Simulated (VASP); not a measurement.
# Mg (P6_3/mmc) in VASP: notebook

The runs below take Mg through single point, relaxation of volume and atoms at fixed shape, with LDA.

Everything below comes from runs of VASP 6.6.1. Logs are shortened: lines on timing, memory, paths and dates and some standing lists are left out, and cuts for length are marked.

### Step 1. The cell of the first run

The structure is hexagonal, space group P6_3/mmc (No. 194). The conventional cell has a = 3.134 Å, b = 3.134 Å, c = 5.088 Å, α = 90.00°, β = 90.00°, γ = 120.00°. Within 4.1 Å of Mg (site symmetry -6m2) lie 12 Mg at 3.12 to 3.13 Å.

### Step 2. Single point, LDA

File INCAR:

```
PREC     = Accurate       # precision mode
ENCUT    = 520            # plane-wave cutoff, eV
EDIFF    = 1E-6           # SCF threshold, eV
ISMEAR   = -1             # smearing method
SIGMA    = 0.05           # smearing width, eV
LREAL    = F              # projectors in reciprocal space
LASPH    = T              # aspherical terms in the spheres
NELM     = 80             # most SCF steps
ALGO     = Normal         # electronic algorithm
ISIF     = 2              # what is computed and relaxed
LWAVE    = F              # write WAVECAR
LCHARG   = F              # write CHGCAR
NBANDS   = 9              # bands
```

File KPOINTS:

```
Automatic mesh
0
Gamma
  8 8 5
```

File POSCAR:

```
Mg
1.0
    3.1339060826      0.0000000000      0.0000000000
   -1.5669530413      2.7140422806      0.0000000000
    0.0000000000      0.0000000000      5.0878979396
Mg
2
Direct
    0.3333333333      0.6666666667      0.2500000000
    0.6666666667      0.3333333333      0.7500000000
```

Potentials or basis: VASP PAW LDA potentials, release 64 (Mg).

Started as:

```
> cat potpaw_LDA.64/Mg/POTCAR > POTCAR
> mpirun -np 1 vasp_std > vasp.out
```

OUTCAR:

```text
PREC = Accurate
   ENCUT = 520
   EDIFF = 1E-6
   ISMEAR = -1
   LREAL = F
   LASPH = T
   NELM = 80
   ISIF = 2

 ion  position               nearest neighbor table
   1  0.333  0.667  0.250-   2 3.12   2 3.12   2 3.12   2 3.12   2 3.12   2 3.12
   2  0.667  0.333  0.750-   1 3.12   1 3.12   1 3.12   1 3.12   1 3.12   1 3.12

  LATTYP: Found a hexagonal cell.
 ALAT       =     3.1339060826
 C/A-ratio  =     1.6235004514

  Lattice vectors:

 A1 = (   3.1339060826,   0.0000000000,   0.0000000000)
 A2 = (  -1.5669530413,   2.7140422806,   0.0000000000)
 A3 = (   0.0000000000,   0.0000000000,   5.0878979396)

Analysis of symmetry for initial positions (statically):
=====================================================================
 Subroutine PRICEL returns:
 Original cell was already a primitive cell.

 Routine SETGRP: Setting up the symmetry group for a
 hexagonal supercell.

 Subroutine GETGRP returns: Found 24 space group operations
 (whereof 12 operations were pure point group operations)
 out of a pool of 24 trial point group operations.

The static configuration has the point symmetry D_3d.
 The point group associated with its full space group is D_6h.

Analysis of symmetry for dynamics (positions and initial velocities):
=====================================================================
 Subroutine PRICEL returns:
 Original cell was already a primitive cell.

 Routine SETGRP: Setting up the symmetry group for a
 hexagonal supercell.

 Subroutine GETGRP returns: Found 24 space group operations
 (whereof 12 operations were pure point group operations)
 out of a pool of 24 trial point group operations.

The dynamic configuration has the point symmetry D_3d.
 The point group associated with its full space group is D_6h.

 Subroutine INISYM returns: Found 24 space group operations
 (whereof 12 operations are pure point group operations),
 and found     1 'primitive' translations

----------------------------------------------------------------------------------------

                                     Primitive cell

  volume of cell :      43.2754

  direct lattice vectors                    reciprocal lattice vectors
     3.133906083  0.000000000  0.000000000     0.319090609  0.184227049  0.000000000
    -1.566953041  2.714042281  0.000000000     0.000000000  0.368454098  0.000000000
     0.000000000  0.000000000  5.087897940     0.000000000  0.000000000  0.196544823

  length of vectors
     3.133906083  3.133906083  5.087897940     0.368454098  0.368454098  0.196544823

  position of ions in fractional coordinates (direct lattice)
     0.333333333  0.666666667  0.250000000
     0.666666667  0.333333333  0.750000000

  ion indices of the primitive-cell ions
   primitive index   ion index
                 1           1
                 2           2

----------------------------------------------------------------------------------------

 KPOINTS: Automatic mesh

Automatic generation of k-mesh.
 Grid dimensions read from file:
 generate k-points for:    8    8    5

 Generating k-lattice:

  Cartesian coordinates                     Fractional coordinates (reciprocal lattice)
     0.039886326  0.023028381  0.000000000     0.125000000  0.000000000  0.000000000
     0.000000000  0.046056762  0.000000000     0.000000000  0.125000000  0.000000000
     0.000000000  0.000000000  0.039308965     0.000000000  0.000000000  0.200000000

  Length of vectors
     0.046056762  0.046056762  0.039308965

  Shift w.r.t. Gamma in fractional coordinates (k-lattice)
     0.000000000  0.000000000  0.000000000

 Subroutine IBZKPT returns following result:
 ===========================================

 Found     30 irreducible k-points:

 Following reciprocal coordinates:
            Coordinates               Weight
  0.000000  0.000000  0.000000      1.000000
  0.125000  0.000000  0.000000      6.000000
  0.250000  0.000000  0.000000      6.000000
  0.375000  0.000000  0.000000      6.000000
  0.500000  0.000000  0.000000      3.000000
  0.125000  0.125000  0.000000      6.000000
[... 16 lines left out ...]
  0.250000  0.000000  0.400000     12.000000
  0.375000  0.000000  0.400000     12.000000
 [... further k-points ...]
   k-points           NKPTS =     30   k-points in BZ     NKDIM =     30   number of bands    NBANDS=      9
   number of dos      NEDOS =    301   number of ions     NIONS =      2
   total plane-waves  NPLWV =  23040
   dimension x,y,z NGX =    24 NGY =   24 NGZ =   40
   dimension x,y,z NGXF=    48 NGYF=   48 NGZF=   80
   ions per type =               2
   NGX,Y,Z   is equivalent  to a cutoff of  12.73, 12.73, 13.07 a.u.
   NGXF,Y,Z  is equivalent  to a cutoff of  25.46, 25.46, 26.14 a.u.
 SYSTEM =  unknown system
   PREC   = accura    normal or accurate (medium, high low for compatibility)
   ISTART =      0    job   : 0-new  1-cont  2-samecut
   ICHARG =      2    charge: 1-file 2-atom 10-const
   ISPIN  =      1    spin polarized calculation?
   LNONCOLLINEAR =      F non collinear calculations
   LSORBIT =      F    spin-orbit coupling
   LASPH  =      T    aspherical Exc in radial PAW
   ENCUT  =  520.0 eV  38.22 Ry    6.18 a.u.   5.83  5.83  9.46*2*pi/ulx,y,z
   NELM   =     80;   NELMIN=  2; NELMDL= -5     # of ELM steps
   EDIFF  = 0.1E-05   stopping-criterion for ELM
   LREAL  =      F    real-space projection
   EDIFFG = 0.1E-04   stopping-criterion for IOM
   NSW    =      0    number of steps for IOM
   IBRION =     -1    ionic relax: 0-MD 1-quasi-New 2-CG
   NFREE  =      0    steps in history (QN), initial steepest desc. (CG)
   ISIF   =      2    stress and relaxation
   ISYM   =      2    0-nonsym 1-usesym 2-fastsym
   POTIM  = 0.5000    time-step for ionic-motion
   TEBEG  =    0.0;   TEEND  =   0.0 temperature during run
   PSTRESS=    0.0 pullay stress
   NELECT =       4.0000    total number of electrons
   NUPDOWN=      -1.0000    fix difference up-down
   EMIN   =  10.00;   EMAX   =-10.00  energy-range for DOS
   EFERMI =   0.00;   METHOD = LEGACY
   ISMEAR =    -1;   SIGMA  =   0.05  broadening in eV -4-tet -1-fermi 0-gaus
   EFERMI_NEDOS =   21; number of points for ismear=-14 and -15
   IALGO  =     38    algorithm
   IMIX   =      4    mixing-type and parameters
     AMIX     =   0.40;   BMIX     =  1.00
     AMIX_MAG =   1.60;   BMIX_MAG =  1.00
  volume/ion in A,a.u.               =      21.64       146.02
  Fermi-wavevector in a.u.,A,eV,Ry     =   0.740198  1.398771  7.454535  0.547893
  Thomas-Fermi vector in A             =   1.834543
   LORBIT       =      0    0 simple, 1 ext, 2 COOP (PROOUT), +10 PAW based schemes
   GGA     = CA    functional components
   LHFCALC =     F    Hartree Fock is set to
   AEXX    =    0.0000 exact exchange contribution
   IVDW    =     0    specifies the selected vdW correction
   LEPSILON=     F    determine dielectric tensor
   LRPA    =     F    only Hartree local field effects (RPA)
 non-spin polarized calculation
  energy-cutoff  :      520.00
  volume of cell :       43.28
 maximum number of plane-waves:      1183
 NGX is ok and might be reduce to    24
   NGX = 11   NGY = 11   NGZ = 19

 number of electron       4.0000000 magnetization

 Free energy of the ion-electron system (eV)
  ---------------------------------------------------
  ext. energy  EPLUGINS =         0.00000000
  ---------------------------------------------------
  free energy    TOTEN  =        -3.65004531 eV

  energy without entropy =       -3.64496007  energy(sigma->0) =       -3.64750269

 E-fermi :   2.7839     XC(G=0):  -8.8719

 val. band max:        2.7570972708   @ k =   0.2500   0.2500   0.2000
 cond. band min:       3.0628847228   @ k =   0.2500   0.1250   0.0000
 fundamental gap:      0.3057874519
 Fermi energy:         2.7838927939

 k-point     1 :       0.0000    0.0000    0.0000
  band No.  band energies     occupation
      1      -4.3937      2.00000
      2       1.0328      2.00000
      3       1.5136      2.00000
      4      14.0248      0.00000
      5      14.0248      0.00000
      6      14.1888      0.00000
      7      14.1888      0.00000
      8      14.9435      0.00000
      9      16.7106      0.00000

 k-point     2 :       0.1250    0.0000    0.0000
  band No.  band energies     occupation
      1      -4.0745      2.00000
      2       1.3222      2.00000
      3       1.8222      2.00000
      4      10.4038      0.00000
      5      12.2659      0.00000
      6      13.0384      0.00000
      7      15.2422      0.00000
      8      15.6572      0.00000
      9      16.2664      0.00000

 k-point     3 :       0.2500    0.0000    0.0000
  band No.  band energies     occupation
      1      -3.1237      2.00000
      2       2.1918      1.99999
      3       2.7096      1.63096
      4       6.7201      0.00000
      5      10.9516      0.00000
      6      11.0274      0.00000
      7      11.5440      0.00000
      8      13.3730      0.00000
      9      15.5094      0.00000

 k-point     4 :       0.3750    0.0000    0.0000
  band No.  band energies     occupation
      1      -1.5614      2.00000
      2       3.0673      0.00689
      3       3.6440      0.00000
      4       4.6137      0.00000
      5       8.3365      0.00000
      6       8.7225      0.00000
      7      10.1657      0.00000
      8      11.8501      0.00000
      9      14.6033      0.00000
[... 205 lines left out ...]
 k-point    22 :       0.1250    0.0000    0.4000
  band No.  band energies     occupation
      1      -3.1505      2.00000
      2      -2.0090      2.00000
      3       6.7216      0.00000
      4       9.7539      0.00000
      5      11.2811      0.00000
      6      12.1228      0.00000
      7      13.0220      0.00000
      8      13.9618      0.00000
      9      14.7418      0.00000

 k-point    23 :       0.2500    0.0000    0.4000
  band No.  band energies     occupation
      1      -2.2094      2.00000
      2      -1.0804      2.00000
      3       7.0463      0.00000
      4       7.9081      0.00000
      5       8.5283      0.00000
      6      10.6672      0.00000
      7      11.7188      0.00000
      8      12.6819      0.00000
      9      13.2933      0.00000

 k-point    24 :       0.3750    0.0000    0.4000
  band No.  band energies     occupation
      1      -0.6646      2.00000
      2       0.4383      2.00000
      3       4.2023      0.00000
      4       5.2591      0.00000
      5       9.0122      0.00000
      6      10.9314      0.00000
      7      11.2217      0.00000
      8      11.8918      0.00000
      9      12.6832      0.00000

 [... further k-points ...]

------------------------ aborting loop because EDIFF is reached ----------------------------------------

  FORCE on cell =-STRESS in cart. coord.  units (eV):
  Direction    XX          YY          ZZ          XY          YZ          ZX
  --------------------------------------------------------------------------------------
  -------------------------------------------------------------------------------------
  Total       -0.1181976     -0.1181976     -0.0289511      0.0000000     -0.0000000      0.0000000
  in kB       -4.3760096     -4.3760096     -1.0718527      0.0000000     -0.0000000      0.0000000
  external PRESSURE =      -3.2746240 kB  Pullay stress =       0.0000000 kB

 VOLUME and BASIS-vectors are now :
 -----------------------------------------------------------------------------
  energy-cutoff  :      520.00
  volume of cell :       43.28
      direct lattice vectors                 reciprocal lattice vectors
     3.133906083  0.000000000  0.000000000     0.319090609  0.184227049  0.000000000
    -1.566953041  2.714042281  0.000000000     0.000000000  0.368454098  0.000000000
     0.000000000  0.000000000  5.087897940     0.000000000  0.000000000  0.196544823

 POSITION                                       TOTAL-FORCE (eV/Angst)
 -----------------------------------------------------------------------------------
     -0.00000      1.80936      1.27197        -0.000000      0.000000      0.000000
      1.56695      0.90468      3.81592         0.000000     -0.000000      0.000000
 -----------------------------------------------------------------------------------
    total drift:                                0.000000     -0.000000      0.000000

  FREE ENERGIE OF THE ION-ELECTRON SYSTEM (eV)
  ---------------------------------------------------
  free  energy   TOTEN  =        -3.6500453130 eV

  energy  without entropy=       -3.6449600678  energy(sigma->0) =       -3.64750269
```

Run time: 7.2 s. Hardware: 1 thread of AMD EPYC 7R13 (Zen 3), shared host; peak memory 0.11 GiB.

Results:

| Item | Value |
| --- | --- |
| Free energy | -3.6500 eV |
| Pressure | -0.3 GPa |
| Band gap on the k mesh | zero (band 2 reaches 3.80 eV, above the bottom of band 3 at 1.51 eV) |

Stress tensor (GPa, compression positive):
```
-0.44  0.00  0.00
 0.00 -0.44  0.00
 0.00  0.00 -0.11
```

(Part 1 of 2 ends here.)
